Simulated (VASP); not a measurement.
## Al: relaxation of cell and atoms with PBEsol

Crystal: Al.

```
Al
1.0
     3.71573    0.00000    0.00000
    -1.85787    3.21792    0.00000
     0.00000    0.00000    4.21563
Al
3
Direct
  0.22540 0.00000 0.33333
  0.00000 0.22540 0.66667
  0.77460 0.77460 0.00000
```

* Program: VASP 6.6.1
* Task: relaxation of cell and atoms
* Functional: PBEsol
* Potentials or basis: VASP PAW PBE potentials, release 64 (Al)
* Cutoff: 600 eV
* k mesh: 6 × 6 × 4
* Occupations: gaussian, width 0.1 eV
* Spin: no spin polarisation
* Dipole correction: no
* Further INCAR settings: ALGO = Fast; EDIFF = 1e-06; IBRION = 2; EDIFFG = -0.04; NSW = 90; ISIF = 3

| Property | Result |
| --- | --- |
| Relaxed volume | 19.70 Å³/atom |
| Relaxed cell | a = 3.871 Å, b = 3.871 Å, c = 4.554 Å, α = 90.00°, β = 90.00°, γ = 120.00° |
| Space group after relaxing (to 0.1 Å) | R-3m (No. 166) |
| Energy gained by relaxing | 1638.3 meV/atom |
| Ionic steps | 13 |
| Pressure after relaxing | 0.0 GPa |
| Largest force after relaxing | 0.009 eV/Å |
| Band gap on the k mesh | zero (an odd number of electrons rules out a gap without spin polarisation) |

Forces on the atoms (eV/Å):
```
Al  -0.009  0.000  0.000
Al   0.005 -0.008  0.000
Al   0.005  0.008  0.000
```

Stress tensor (GPa, compression positive):
```
 0.03  0.00  0.00
 0.00  0.03  0.00
 0.00  0.00 -0.19
```

Step by step:
```
step  energy change (eV)  largest force (eV/Å)  pressure (GPa)  volume (Å³)
   1              0.0000                9.4180           42.24        50.41
   2             -3.5059                0.0067          -10.00        89.33
   3             -4.5219                0.6674           -5.46        68.75
   4             -4.5267                0.7325           -5.09        68.22
   5             -4.5284                0.8780           -4.27        67.15
   6             -4.7271                0.7793           -1.96        62.48
   7             -4.8235                0.5151            2.81        56.96
   8             -4.8996                0.0983            1.64        57.60
   9             -4.9082                0.0888            1.18        57.94
  10             -4.9083                0.0723            1.21        57.91
  11             -4.9143                0.0107           -0.29        59.36
  12             -4.9144                0.0179           -0.11        59.18
  13             -4.9148                0.0093           -0.04        59.10
```

Final structure:
```
Al
1.0
     3.87102    0.00000    0.00000
    -1.93551    3.35240    0.00000
     0.00000    0.00000    4.55406
Al
3
Direct
  0.33373 0.00000 0.33333
  0.00000 0.33373 0.66667
  0.66627 0.66627 0.00000
```

Levels at points of the mesh, in eV from the Fermi level:
| k point | band 2 | band 3 | band 4 | band 5 | band 6 | band 7 |
| --- | --- | --- | --- | --- | --- | --- |
| (0.00, 0.00, 0.00) | -2.69 | -2.69 | 2.21 | 2.22 | 2.22 | 2.22 |
| (0.50, 0.00, 0.00) | -6.33 | -0.66 | -0.17 | -0.08 | 0.42 | 0.43 |
| (0.00, 0.00, 0.50) | -7.80 | 2.85 | 2.85 | 3.53 | 3.91 | 3.91 |
| (0.50, 0.00, 0.50) | -4.63 | -4.63 | -4.06 | 0.94 | 0.94 | 2.34 |

It took 3.3 min on 1 thread of Intel Xeon 8259CL, with other jobs on the host, peak memory 0.18 GiB.

Caveat: the k points lie up to 0.34 Å⁻¹ apart in the final cell, too coarse for converged energies and pressures of a metal; the volume moved by over 15 % at a fixed basis, so the end points are rough; the PAW data sets were made with another functional, which shifts forces and pressure a little.
